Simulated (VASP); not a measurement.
Write the native input for VASP 6.6.1 that does the following.

```
Task                   : electric field gradients
Functional             : LDA
Potentials or basis    : VASP PAW LDA potentials, release 64 (Pd)
Cutoff                 : 520 eV
k mesh                 : 18 × 18 × 18
Occupations            : fermi-dirac, width 0.05 eV
Spin                   : no spin polarisation
Dipole correction      : no
Further INCAR settings : ALGO = Normal; EDIFF = 1e-08; NBANDS = 11
```

The structure of Pd lies in POSCAR:

```
Pd
1.0
    0.0000000000      1.9383952691      1.9383952691
    1.9383952691      0.0000000000      1.9383952691
    1.9383952691      1.9383952691      0.0000000000
Pd
1
Direct
    0.0000000000      0.0000000000      0.0000000000
```

This cell differs from its parent crystal: volume scaled by 0.99.

One way to write it, as run:

INCAR

```
SYSTEM = Pd
ALGO     = Normal         ! electronic algorithm
EDIFF    = 1E-8           ! SCF threshold, eV
ENCUT    = 520            ! plane-wave cutoff, eV
GGA      = CA             ! functional
ISIF     = 2              ! what is computed and relaxed
ISMEAR   = -1             ! smearing method
LASPH    = .TRUE.         ! aspherical terms in the spheres
LCHARG   = .FALSE.        ! write CHGCAR
LEFG     = .TRUE.       
LREAL    = .FALSE.        ! projectors in reciprocal space
LWAVE    = .FALSE.        ! write WAVECAR
NBANDS   = 11             ! bands
NELM     = 80             ! most SCF steps
PREC     = Accurate       ! precision mode
SIGMA    = 0.05           ! smearing width, eV
```

KPOINTS

```
k-points
0
G
  18 18 18
  0 0 0
```

Potentials or basis: VASP PAW LDA potentials, release 64 (Pd).

Launch:

```console
$ cat potpaw_LDA.64/Pd/POTCAR > POTCAR
$ mpirun -np 1 vasp_std > vasp.out
```

Results of the run:

- Pressure: -5.9 GPa
- Band gap on the k mesh: zero (band 5 reaches 10.11 eV, above the bottom of band 6 at 8.49 eV)

Caveat: without QUAD_EFG the Cq values of the log hold for a quadrupole moment of 1 mb, not for the nuclei.

It took 46 s on 1 thread of Intel Xeon 8259CL (shared host), peak memory 0.14 GiB.
